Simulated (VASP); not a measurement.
# CdAgBr3 (R3m) in VASP: further runs

Runs on CdAgBr3. Level: PBE. Tasks: single point.

Everything below comes from runs of VASP 6.6.1. Logs are shortened: lines on timing, memory, paths and dates and some standing lists are left out, and cuts for length are marked.

### Step 1. The cell of the first run

The structure is trigonal, space group R3m (No. 160). The conventional cell has a = 7.370 Å, b = 7.370 Å, c = 9.027 Å, α = 90.00°, β = 90.00°, γ = 120.00°. Within 4.6 Å of Cd (site symmetry 3m) lie 12 Br at 3.50 to 3.88 Å and 8 Ag at 4.51 Å. Ag (site symmetry 3m) has 6 Br at 2.48 to 2.75 Å within 3.3 Å. Within 3.3 Å of Br (site symmetry m) lie 2 Ag at 2.48 to 2.75 Å.

### Step 2. Single point, PBE, collinear spin

INCAR reads:

```
SYSTEM = CdAgBr3
PREC = Accurate
ENCUT = 520
EDIFF = 1E-6
ISMEAR = 0
SIGMA = 0.1
LREAL = .False.
LASPH = .True.
NELM = 150
ALGO = Normal
ISIF = 2
LWAVE = .False.
LCHARG = .False.
ISPIN = 2
MAGMOM = 0 1 0 0 0
LORBIT = 11
LMAXMIX = 4
GGA = PE
NBANDS = 34
```

KPOINTS reads:

```
Automatic mesh
0
Gamma
  4 4 4
  0 0 0
```

POSCAR reads:

```
CdAgBr3
1.0
    3.6850542400      2.1275670600      3.0088341800
   -3.6850542400      2.1275670600      3.0088341800
    0.0000000000     -4.2551341100      3.0088341800
Cd Ag Br
1 1 3
Direct
    0.4742052800      0.4742052800      0.4742052800
    0.9742052800      0.9742052800      0.9742052800
    0.0000000000      0.5000000000      0.0000000000
    0.5000000000      0.0000000000      0.0000000000
    0.0000000000      0.0000000000      0.5000000000
```

Potentials or basis: VASP PAW PBE potentials, release 64 (Cd, Ag, Br).

Command:

```console
$ cat potpaw_PBE.64/Cd/POTCAR potpaw_PBE.64/Ag/POTCAR potpaw_PBE.64/Br/POTCAR > POTCAR
$ mpirun -np 1 vasp_std > vasp.out
```

OUTCAR:

```text
SYSTEM = CdAgBr3
   PREC = Accurate
   ENCUT = 520
   EDIFF = 1E-6
   ISMEAR = 0
   LREAL = .False.
   LASPH = .True.
   NELM = 150
   ISIF = 2
   ISPIN = 2
   LORBIT = 11
   GGA = PE

 ion  position               nearest neighbor table
   1  0.474  0.474  0.474-
   2  0.974  0.974  0.974-   5 2.48   4 2.48   3 2.48   5 2.75   4 2.75   3 2.75
   3  0.000  0.500  0.000-   2 2.48   2 2.75
   4  0.500  0.000  0.000-   2 2.48   2 2.75
   5  0.000  0.000  0.500-   2 2.48   2 2.75

  LATTYP: Found a simple cubic cell.
 ALAT       =     5.2114536810

  Lattice vectors:

 A1 = (   3.6850542400,   2.1275670600,   3.0088341800)
 A2 = (  -3.6850542400,   2.1275670600,   3.0088341800)
 A3 = (   0.0000000000,  -4.2551341100,   3.0088341800)

Analysis of symmetry for initial positions (statically):
=====================================================================
 Subroutine PRICEL returns:
 Original cell was already a primitive cell.

 Routine SETGRP: Setting up the symmetry group for a
 simple cubic supercell.

 Subroutine GETGRP returns: Found  6 space group operations
 (whereof  6 operations were pure point group operations)
 out of a pool of 48 trial point group operations.

The static configuration has the point symmetry C_3v.

Analysis of symmetry for dynamics (positions and initial velocities):
=====================================================================
 Subroutine PRICEL returns:
 Original cell was already a primitive cell.

 Routine SETGRP: Setting up the symmetry group for a
 simple cubic supercell.

 Subroutine GETGRP returns: Found  6 space group operations
 (whereof  6 operations were pure point group operations)
 out of a pool of 48 trial point group operations.

The dynamic configuration has the point symmetry C_3v.

Analysis of structural, dynamic, and magnetic symmetry:
=====================================================================
 Subroutine PRICEL returns:
 Original cell was already a primitive cell.

 Routine SETGRP: Setting up the symmetry group for a
 simple cubic supercell.

 Subroutine GETGRP returns: Found  6 space group operations
 (whereof  6 operations were pure point group operations)
 out of a pool of 48 trial point group operations.

The overall configuration has the point symmetry C_3v.

 Subroutine INISYM returns: Found  6 space group operations
 (whereof  6 operations are pure point group operations),
[... 118 lines left out ...]
   IVDW    =     0    specifies the selected vdW correction
   LEPSILON=     F    determine dielectric tensor
   LRPA    =     F    only Hartree local field effects (RPA)
 spin polarized calculation
 Gauss-broadening in eV      SIGMA  =   0.10
  energy-cutoff  :      520.00
  volume of cell :      141.54
 maximum number of plane-waves:      3840
 NGX is ok and might be reduce to    40
   NGX = 19   NGY = 19   NGZ = 19

 number of electron      44.0000021 magnetization       0.1965017

 number of electron      44.0000021 magnetization      -0.0074439

 Free energy of the ion-electron system (eV)
  ---------------------------------------------------
  ext. energy  EPLUGINS =         0.00000000
  ---------------------------------------------------
  free energy    TOTEN  =        -8.77342598 eV

  energy without entropy =       -8.74484400  energy(sigma->0) =       -8.75913499

 E-fermi :   1.5932     XC(G=0):  -8.9473

 val. band max:        1.5643321290   @ k =  -0.2500   0.5000   0.2500
 cond. band min:       1.6545577535   @ k =   0.2500   0.2500   0.0000
 fundamental gap:      0.0902256245
 Fermi energy:         1.5931502059

 spin component 1

 k-point     1 :       0.0000    0.0000    0.0000
  band No.  band energies     occupation
      1     -13.3422      1.00000
      2     -12.5888      1.00000
      3     -12.5888      1.00000
      4      -6.3973      1.00000
      5      -6.3973      1.00000
      6      -6.3957      1.00000
[... 470 lines left out ...]
     33      11.5913      0.00000
     34      11.6145      0.00000
 Fermi energy:         1.5931502059

 spin component 2

 k-point     1 :       0.0000    0.0000    0.0000
  band No.  band energies     occupation
      1     -13.3427      1.00000
      2     -12.5893      1.00000
      3     -12.5893      1.00000
      4      -6.3987      1.00000
      5      -6.3987      1.00000
      6      -6.3971      1.00000
[... 470 lines left out ...]
     33      11.5850      0.00000
     34      11.6144      0.00000

------------------------ aborting loop because EDIFF is reached ----------------------------------------

  FORCE on cell =-STRESS in cart. coord.  units (eV):
  Direction    XX          YY          ZZ          XY          YZ          ZX
  --------------------------------------------------------------------------------------
  -------------------------------------------------------------------------------------
  Total        3.3508375      3.3508375      2.4445753      0.0000000      0.0000000      0.0000000
  in kB       37.9303900     37.9303900     27.6717961      0.0000000      0.0000000      0.0000000
  external PRESSURE =      34.5108587 kB  Pullay stress =       0.0000000 kB

 VOLUME and BASIS-vectors are now :
 -----------------------------------------------------------------------------
  energy-cutoff  :      520.00
  volume of cell :      141.54
      direct lattice vectors                 reciprocal lattice vectors
     3.685054240  2.127567060  3.008834180     0.135683213  0.078336740  0.110784880
    -3.685054240  2.127567060  3.008834180    -0.135683213  0.078336740  0.110784880
     0.000000000 -4.255134110  3.008834180     0.000000000 -0.156673479  0.110784880

 POSITION                                       TOTAL-FORCE (eV/Angst)
 -----------------------------------------------------------------------------------
      0.00000      0.00000      4.28042         0.000000     -0.000000     -0.247991
      0.00000      0.00000      8.79367         0.000000      0.000000      1.626780
     -1.84253      1.06378      1.50442         0.777678     -0.448992     -0.459596
      1.84253      1.06378      1.50442        -0.777678     -0.448992     -0.459596
      0.00000     -2.12757      1.50442         0.000000      0.897985     -0.459596
 -----------------------------------------------------------------------------------
    total drift:                                0.000000      0.000001      0.001234

  FREE ENERGIE OF THE ION-ELECTRON SYSTEM (eV)
  ---------------------------------------------------
  free  energy   TOTEN  =        -8.7734259767 eV

  energy  without entropy=       -8.7448440032  energy(sigma->0) =       -8.75913499

 total charge

# of ion       s       p       d       tot
------------------------------------------
    1        0.474   0.048   9.569  10.090
    2        0.350   0.338   9.189   9.877
    3        1.622   3.202   0.026   4.849
    4        1.622   3.202   0.026   4.849
    5        1.622   3.202   0.026   4.849
--------------------------------------------------
tot          5.689   9.991  18.835  34.515

 magnetization (x)

# of ion       s       p       d       tot
------------------------------------------
    1       -0.003  -0.000   0.000  -0.003
    2       -0.000  -0.000  -0.000  -0.000
    3       -0.000  -0.000  -0.000  -0.000
    4       -0.000  -0.000  -0.000  -0.000
    5       -0.000  -0.000  -0.000  -0.000
--------------------------------------------------
tot         -0.003  -0.001  -0.000  -0.004
```

Wall time 2.5 min (1 thread of Oxide Virtual Turin-like, shared host); peak memory 0.3 GiB.

What came out:

```
Free energy                                           : -8.7734 eV
Pressure                                              : 3.5 GPa
Largest force                                         : 1.627 eV/Å
Band gap on the k mesh                                : zero (filled and empty bands overlap)
Net moment                                            : -0.01 μB per cell
Valence electrons inside the program's atomic spheres : Cd 10.09; Ag 9.88; Br 4.85
```

Forces on the atoms (eV/Å):
```
Cd   0.000  0.000 -0.248
Ag   0.000  0.000  1.627
Br   0.778 -0.449 -0.460
Br  -0.778 -0.449 -0.460
Br   0.000  0.898 -0.460
```

Stress tensor (GPa, compression positive):
```
3.79 0.00 0.00
0.00 3.79 0.00
0.00 0.00 2.77
```

Levels at points of the mesh, in eV from the Fermi level:
Spin up:
| k point | band 20 | band 21 | band 22 | band 23 | band 24 | band 25 |
| --- | --- | --- | --- | --- | --- | --- |
| (0.00, 0.00, 0.00) | -1.45 | -1.28 | -1.28 | -1.19 | 2.24 | 5.84 |
| (0.50, 0.00, 0.00) | -1.58 | -1.34 | -1.32 | 0.44 | 3.27 | 5.08 |
| (0.50, 0.50, 0.00) | -1.49 | -0.87 | 0.33 | 0.88 | 4.16 | 4.73 |
| (0.50, 0.50, 0.50) | -0.87 | -0.85 | 0.88 | 0.88 | 5.56 | 5.75 |
Spin down:
```
           k point  band 20  band 21  band 22  band 23  band 24  band 25
(0.00, 0.00, 0.00)    -1.46    -1.28    -1.28    -1.19     2.24     5.83
(0.50, 0.00, 0.00)    -1.58    -1.34    -1.32     0.44     3.27     5.08
(0.50, 0.50, 0.00)    -1.49    -0.87     0.33     0.88     4.15     4.73
(0.50, 0.50, 0.50)    -0.87    -0.85     0.88     0.88     5.56     5.75
```

Caveat: the cell stands under pressure; forces of over 1 eV/Å act on the atoms, so gaps and moduli don't describe the material at rest.

### Step 3. Single point, PBE

This run uses another cell than the first one, of 44.81 Å³/atom.

INCAR reads:

```
ALGO = Normal
EDIFF = 1E-6
ENCUT = 520
GGA = PE
ISIF = 2
ISMEAR = 0
LASPH = T
LCHARG = F
LREAL = F
LWAVE = F
NBANDS = 30
NELM = 80
PREC = Accurate
SIGMA = 0.02
```

KPOINTS reads:

```
k-points
0
Gamma
  6 6 6
```

POSCAR reads:

```
CdAgBr3
1.0
    4.1732463886      2.4094249258      3.7139385444
   -4.1732463886      2.4094249258      3.7139385444
    0.0000000000     -4.8188498517      3.7139385444
Cd Ag Br
1 1 3
Direct
    0.2829996060      0.2829996060      0.2829996060
    0.0088593784      0.0088593784      0.0088593784
    0.0486073161      0.5593369434      0.0486073161
    0.5593369434      0.0486073161      0.0486073161
    0.0486073161      0.0486073161      0.5593369434
```

Potentials or basis: VASP PAW PBE potentials, release 64 (Cd, Ag, Br).

Command:

```console
$ cat potpaw_PBE.64/Cd/POTCAR potpaw_PBE.64/Ag/POTCAR potpaw_PBE.64/Br/POTCAR > POTCAR
$ mpirun -np 1 vasp_std > vasp.out
```

Run time: 4.5 min. Hardware: 1 thread of Oxide Virtual Turin-like, shared host; peak memory 0.43 GiB.

It converged, with:

* Free energy: -10.7101 eV
* Pressure: 0.1 GPa
* Largest force: 0.043 eV/Å
* Band gap on the k mesh: 1.13 eV (least direct gap 1.77 eV)

Forces on the atoms (eV/Å):
```
Cd   0.000  0.000  0.039
Ag   0.000  0.000 -0.015
Br  -0.036  0.021 -0.008
Br   0.036  0.021 -0.008
Br   0.000 -0.042 -0.008
```

Stress tensor (GPa, compression positive):
```
0.11 0.00 0.00
0.00 0.11 0.00
0.00 0.00 0.03
```

Levels at points of the mesh, in eV from the valence-band top:
| k point | band 19 | band 20 | band 21 | band 22 | band 23 | band 24 | band 25 | band 26 |
| --- | --- | --- | --- | --- | --- | --- | --- | --- |
| (0.00, 0.00, 0.00) | -1.16 | -0.91 | -0.64 | -0.64 | 1.13 | 2.49 | 5.76 | 6.24 |
| (0.50, 0.00, 0.00) | -1.21 | -0.87 | -0.85 | -0.77 | 2.70 | 3.10 | 5.52 | 6.39 |
| (0.50, 0.50, 0.00) | -1.03 | -0.89 | -0.72 | -0.02 | 2.80 | 4.15 | 5.28 | 5.99 |
| (0.50, 0.50, 0.50) | -0.80 | -0.68 | 0.00 | 0.00 | 2.27 | 4.31 | 5.60 | 5.60 |

The gap in the log of VASP goes by the Fermi energy; the results here count the filled bands.